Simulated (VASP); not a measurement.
# HfN (F-43m) in VASP: further runs

Runs on HfN. Level: PBE. Tasks: single point.

Program: VASP 6.6.1. These are calculated values, not measurements. Logs are shortened: lines on timing, memory, paths and dates and some standing lists are left out, and cuts for length are marked.

## 1. The cell of the first run

Symmetry: F-43m, No. 216, cubic system. The conventional cell has a = 4.740 Å, b = 4.740 Å, c = 4.740 Å, α = 90.00°, β = 90.00°, γ = 90.00°. Within 2.7 Å of Hf (site symmetry -43m) lie 4 N at 2.05 Å. N (site symmetry -43m) has 4 Hf at 2.05 Å within 2.7 Å.

## 2. Single point, PBE

INCAR

```
PREC = Accurate
ENCUT = 520
EDIFF = 1E-7
ISMEAR = -1
SIGMA = 0.05
LREAL = F
LASPH = T
NELM = 100
ALGO = Normal
ISIF = 2
LWAVE = F
LCHARG = F
GGA = PE
NBANDS = 14
```

KPOINTS

```
Automatic mesh
0
Gamma
  8 8 8
```

POSCAR

```
HfN
1.0
    0.0000000000      2.3701026511      2.3701026511
    2.3701026511      0.0000000000      2.3701026511
    2.3701026511      2.3701026511      0.0000000000
Hf N
1 1
Direct
    0.0000000000      0.0000000000      0.0000000000
    0.7500000000      0.7500000000      0.7500000000
```

Potentials or basis: VASP PAW PBE potentials, release 64 (Hf_pv, N).

On the command line:

```bash
$ cat potpaw_PBE.64/Hf_pv/POTCAR potpaw_PBE.64/N/POTCAR > POTCAR
$ mpirun -np 1 vasp_std > vasp.out
```

OUTCAR:

```text
PREC = Accurate
   ENCUT = 520
   EDIFF = 1E-7
   ISMEAR = -1
   LREAL = F
   LASPH = T
   NELM = 100
   ISIF = 2
   GGA = PE

 ion  position               nearest neighbor table
   1  0.000  0.000  0.000-   2 2.05   2 2.05   2 2.05   2 2.05
   2  0.750  0.750  0.750-   1 2.05   1 2.05   1 2.05   1 2.05

  LATTYP: Found a face centered cubic cell.
 ALAT       =     4.7402053022

  Lattice vectors:

 A1 = (   0.0000000000,   2.3701026511,   2.3701026511)
 A2 = (   2.3701026511,   0.0000000000,   2.3701026511)
 A3 = (   2.3701026511,   2.3701026511,   0.0000000000)

Analysis of symmetry for initial positions (statically):
=====================================================================
 Subroutine PRICEL returns:
 Original cell was already a primitive cell.

 Routine SETGRP: Setting up the symmetry group for a
 face centered cubic supercell.

 Subroutine GETGRP returns: Found 24 space group operations
 (whereof 24 operations were pure point group operations)
 out of a pool of 48 trial point group operations.

The static configuration has the point symmetry T_d .

Analysis of symmetry for dynamics (positions and initial velocities):
=====================================================================
 Subroutine PRICEL returns:
 Original cell was already a primitive cell.

 Routine SETGRP: Setting up the symmetry group for a
 face centered cubic supercell.

 Subroutine GETGRP returns: Found 24 space group operations
 (whereof 24 operations were pure point group operations)
 out of a pool of 48 trial point group operations.

The dynamic configuration has the point symmetry T_d .

 Subroutine INISYM returns: Found 24 space group operations
 (whereof 24 operations are pure point group operations),
 and found     1 'primitive' translations

----------------------------------------------------------------------------------------

                                     Primitive cell

  volume of cell :      26.6276

  direct lattice vectors                    reciprocal lattice vectors
     0.000000000  2.370102651  2.370102651    -0.210961327  0.210961327  0.210961327
     2.370102651  0.000000000  2.370102651     0.210961327 -0.210961327  0.210961327
     2.370102651  2.370102651  0.000000000     0.210961327  0.210961327 -0.210961327

  length of vectors
     3.351831313  3.351831313  3.351831313     0.365395737  0.365395737  0.365395737

  position of ions in fractional coordinates (direct lattice)
     0.000000000  0.000000000  0.000000000
     0.750000000  0.750000000  0.750000000

  ion indices of the primitive-cell ions
   primitive index   ion index
                 1           1
                 2           2

----------------------------------------------------------------------------------------

 KPOINTS: Automatic mesh

Automatic generation of k-mesh.
 Grid dimensions read from file:
 generate k-points for:    8    8    8

 Generating k-lattice:

  Cartesian coordinates                     Fractional coordinates (reciprocal lattice)
    -0.026370166  0.026370166  0.026370166     0.125000000  0.000000000  0.000000000
     0.026370166 -0.026370166  0.026370166     0.000000000  0.125000000  0.000000000
     0.026370166  0.026370166 -0.026370166     0.000000000  0.000000000  0.125000000

  Length of vectors
     0.045674467  0.045674467  0.045674467

  Shift w.r.t. Gamma in fractional coordinates (k-lattice)
     0.000000000  0.000000000  0.000000000

 Subroutine IBZKPT returns following result:
 ===========================================

 Found     29 irreducible k-points:

 Following reciprocal coordinates:
            Coordinates               Weight
  0.000000  0.000000  0.000000      1.000000
  0.125000  0.000000  0.000000      8.000000
  0.250000  0.000000  0.000000      8.000000
  0.375000  0.000000  0.000000      8.000000
  0.500000  0.000000  0.000000      4.000000
  0.125000  0.125000  0.000000      6.000000
[... 16 lines left out ...]
  0.500000  0.250000  0.125000     48.000000
 -0.375000  0.250000  0.125000     24.000000
 [... further k-points ...]
   k-points           NKPTS =     29   k-points in BZ     NKDIM =     29   number of bands    NBANDS=     14
   number of dos      NEDOS =    301   number of ions     NIONS =      2
   total plane-waves  NPLWV =  21952
   dimension x,y,z NGX =    28 NGY =   28 NGZ =   28
   dimension x,y,z NGXF=    56 NGYF=   56 NGZF=   56
   ions per type =               1   1
   NGX,Y,Z   is equivalent  to a cutoff of  13.89, 13.89, 13.89 a.u.
   NGXF,Y,Z  is equivalent  to a cutoff of  27.78, 27.78, 27.78 a.u.
 SYSTEM =  unknown system
   PREC   = accura    normal or accurate (medium, high low for compatibility)
   ISTART =      0    job   : 0-new  1-cont  2-samecut
   ICHARG =      2    charge: 1-file 2-atom 10-const
   ISPIN  =      1    spin polarized calculation?
   LNONCOLLINEAR =      F non collinear calculations
   LSORBIT =      F    spin-orbit coupling
   LASPH  =      T    aspherical Exc in radial PAW
   ENCUT  =  520.0 eV  38.22 Ry    6.18 a.u.   6.23  6.23  6.23*2*pi/ulx,y,z
   NELM   =    100;   NELMIN=  2; NELMDL= -5     # of ELM steps
   EDIFF  = 0.1E-06   stopping-criterion for ELM
   LREAL  =      F    real-space projection
   EDIFFG = 0.1E-05   stopping-criterion for IOM
   NSW    =      0    number of steps for IOM
   IBRION =     -1    ionic relax: 0-MD 1-quasi-New 2-CG
   NFREE  =      0    steps in history (QN), initial steepest desc. (CG)
   ISIF   =      2    stress and relaxation
   ISYM   =      2    0-nonsym 1-usesym 2-fastsym
   POTIM  = 0.5000    time-step for ionic-motion
   TEBEG  =    0.0;   TEEND  =   0.0 temperature during run
   PSTRESS=    0.0 pullay stress
   NELECT =      15.0000    total number of electrons
   NUPDOWN=      -1.0000    fix difference up-down
   EMIN   =  10.00;   EMAX   =-10.00  energy-range for DOS
   EFERMI =   0.00;   METHOD = LEGACY
   ISMEAR =    -1;   SIGMA  =   0.05  broadening in eV -4-tet -1-fermi 0-gaus
   EFERMI_NEDOS =   21; number of points for ismear=-14 and -15
   IALGO  =     38    algorithm
   IMIX   =      4    mixing-type and parameters
     AMIX     =   0.40;   BMIX     =  1.00
     AMIX_MAG =   1.60;   BMIX_MAG =  1.00
  volume/ion in A,a.u.               =      13.31        89.85
  Fermi-wavevector in a.u.,A,eV,Ry     =   1.352056  2.555016 24.872214  1.828056
  Thomas-Fermi vector in A             =   2.479427
   LORBIT       =      0    0 simple, 1 ext, 2 COOP (PROOUT), +10 PAW based schemes
   GGA     = PE    functional components
   LHFCALC =     F    Hartree Fock is set to
   AEXX    =    0.0000 exact exchange contribution
   IVDW    =     0    specifies the selected vdW correction
   LEPSILON=     F    determine dielectric tensor
   LRPA    =     F    only Hartree local field effects (RPA)
 non-spin polarized calculation
  energy-cutoff  :      520.00
  volume of cell :       26.63
 maximum number of plane-waves:       730
 NGX is ok and might be reduce to    28
   NGX = 13   NGY = 13   NGZ = 13

 number of electron      14.9999999 magnetization

 Free energy of the ion-electron system (eV)
  ---------------------------------------------------
  ext. energy  EPLUGINS =         0.00000000
  ---------------------------------------------------
  free energy    TOTEN  =       -21.02068664 eV

  energy without entropy =      -21.01779183  energy(sigma->0) =      -21.01923923

 E-fermi :   6.6169     XC(G=0): -11.7315

 val. band max:        6.5619662745   @ k =  -0.3750   0.2500   0.1250
 cond. band min:       6.9480979465   @ k =   0.3750   0.2500   0.1250
 fundamental gap:      0.3861316720
 Fermi energy:         6.6168993729

 k-point     1 :       0.0000    0.0000    0.0000
  band No.  band energies     occupation
      1     -24.1339      2.00000
      2     -24.1339      2.00000
      3     -24.1339      2.00000
      4     -10.0938      2.00000
      5       0.6482      2.00000
      6       0.6482      2.00000
      7       0.6482      2.00000
      8       6.1368      1.99986
      9       9.1125      0.00000
     10       9.1125      0.00000
     11      13.8866      0.00000
     12      13.8866      0.00000
     13      13.8866      0.00000
     14      19.3985      0.00000

 k-point     2 :       0.1250    0.0000    0.0000
  band No.  band energies     occupation
      1     -24.2462      2.00000
      2     -24.1477      2.00000
      3     -24.1477      2.00000
      4      -9.8662      2.00000
      5       0.3612      2.00000
      6       0.7770      2.00000
      7       0.7770      2.00000
      8       6.9559      0.00227
      9       8.8356      0.00000
     10       8.8356      0.00000
     11      13.4691      0.00000
     12      14.3285      0.00000
     13      14.3285      0.00000
     14      18.8279      0.00000

 k-point     3 :       0.2500    0.0000    0.0000
  band No.  band energies     occupation
      1     -24.5055      2.00000
      2     -24.1809      2.00000
      3     -24.1809      2.00000
      4      -9.3601      2.00000
      5       0.1158      2.00000
      6       1.0545      2.00000
      7       1.0545      2.00000
      8       8.3622      0.00000
      9       8.6324      0.00000
     10       8.6324      0.00000
     11      12.8850      0.00000
     12      14.5082      0.00000
     13      14.5082      0.00000
     14      16.0472      0.00000
[... 324 lines left out ...]
 k-point    23 :       0.5000    0.2500    0.1250
  band No.  band energies     occupation
      1     -24.7140      2.00000
      2     -24.3797      2.00000
      3     -24.2614      2.00000
      4      -8.6350      2.00000
      5       0.2429      2.00000
      6       1.2637      2.00000
      7       1.8926      2.00000
      8       6.9628      0.00198
      9       8.5319      0.00000
     10      10.0898      0.00000
     11      13.0970      0.00000
     12      13.6987      0.00000
     13      14.4246      0.00000
     14      16.9171      0.00000

 k-point    24 :      -0.3750    0.2500    0.1250
  band No.  band energies     occupation
      1     -24.7696      2.00000
      2     -24.4058      2.00000
      3     -24.2814      2.00000
      4      -8.5055      2.00000
      5       0.8111      2.00000
      6       0.9723      2.00000
      7       2.0399      2.00000
      8       6.5620      1.50002
      9       8.7252      0.00000
     10       9.8877      0.00000
     11      13.0885      0.00000
     12      13.5410      0.00000
     13      14.1966      0.00000
     14      17.6880      0.00000

 [... further k-points ...]
[... 5 lines left out ...]
  --------------------------------------------------------------------------------------
  -------------------------------------------------------------------------------------
  Total        4.1441732      4.1441732      4.1441732      0.0000000     -0.0000000      0.0000000
  in kB      249.3543904    249.3543904    249.3543904      0.0000000     -0.0000000      0.0000000
  external PRESSURE =     249.3543904 kB  Pullay stress =       0.0000000 kB

 VOLUME and BASIS-vectors are now :
 -----------------------------------------------------------------------------
  energy-cutoff  :      520.00
  volume of cell :       26.63
      direct lattice vectors                 reciprocal lattice vectors
     0.000000000  2.370102651  2.370102651    -0.210961327  0.210961327  0.210961327
     2.370102651  0.000000000  2.370102651     0.210961327 -0.210961327  0.210961327
     2.370102651  2.370102651  0.000000000     0.210961327  0.210961327 -0.210961327

 POSITION                                       TOTAL-FORCE (eV/Angst)
 -----------------------------------------------------------------------------------
      0.00000      0.00000      0.00000        -0.000000     -0.000000     -0.000000
      3.55515      3.55515      3.55515         0.000000      0.000000      0.000000
 -----------------------------------------------------------------------------------
    total drift:                                0.000000      0.000000      0.000000

  FREE ENERGIE OF THE ION-ELECTRON SYSTEM (eV)
  ---------------------------------------------------
  free  energy   TOTEN  =       -21.0206866404 eV

  energy  without entropy=      -21.0177918295  energy(sigma->0) =      -21.01923923
```

It took 14 s on 1 thread of Intel Xeon Platinum 8375C at 2.90GHz (Ice Lake), shared host; peak memory 0.16 GiB.

What came out:

| Item | Value |
| --- | --- |
| Free energy | -21.0207 eV |
| Pressure | 24.9 GPa |

Caveat: spin-orbit coupling is left out, which moves the levels of the heavy elements.

## 3. Single point, PBE

This run uses another cell than the first one, of 13.68 Å³/atom, 1.028 times its volume.

INCAR

```
PREC = Accurate
ENCUT = 520
EDIFF = 1E-6
ISMEAR = -1
SIGMA = 0.05
LREAL = False
LASPH = True
NELM = 100
ALGO = Normal
ISIF = 2
LWAVE = False
LCHARG = False
GGA = PE
NBANDS = 14
```

KPOINTS

```
regular mesh
0
Gamma
  8 8 8
```

POSCAR

```
HfN
1.0
    0.0000000000      2.3918479268      2.3918479268
    2.3918479268      0.0000000000      2.3918479268
    2.3918479268      2.3918479268      0.0000000000
Hf N
1 1
Direct
    0.0000000000      0.0000000000      0.0000000000
    0.7500000000      0.7500000000      0.7500000000
```

Potentials or basis: VASP PAW PBE potentials, release 64 (Hf_pv, N).

On the command line:

```bash
$ cat potpaw_PBE.64/Hf_pv/POTCAR potpaw_PBE.64/N/POTCAR > POTCAR
$ mpirun -np 1 vasp_std > vasp.out
```

Wall time 14 s (1 thread of Intel Xeon Platinum 8375C at 2.90GHz (Ice Lake), shared host); peak memory 0.16 GiB.

The run converged. Its results:

* Free energy: -21.1182 eV
* Pressure: 17.3 GPa

Levels at points of the mesh, in eV from the Fermi level:
```csv
k point,band 5,band 6,band 7,band 8,band 9,band 10,band 11,band 12
"(0.00, 0.00, 0.00)",-5.84,-5.84,-5.84,-0.55,2.43,2.43,7.09,7.09
"(0.50, 0.00, 0.00)",-5.87,-5.18,-5.18,1.66,2.99,2.99,4.54,5.73
"(0.50, 0.50, 0.00)",-7.34,-3.70,-3.70,-1.18,2.42,4.45,5.11,5.11
```

Caveat: spin-orbit coupling is left out, which moves the levels of the heavy elements.

(Part 1 of 2 ends here.)
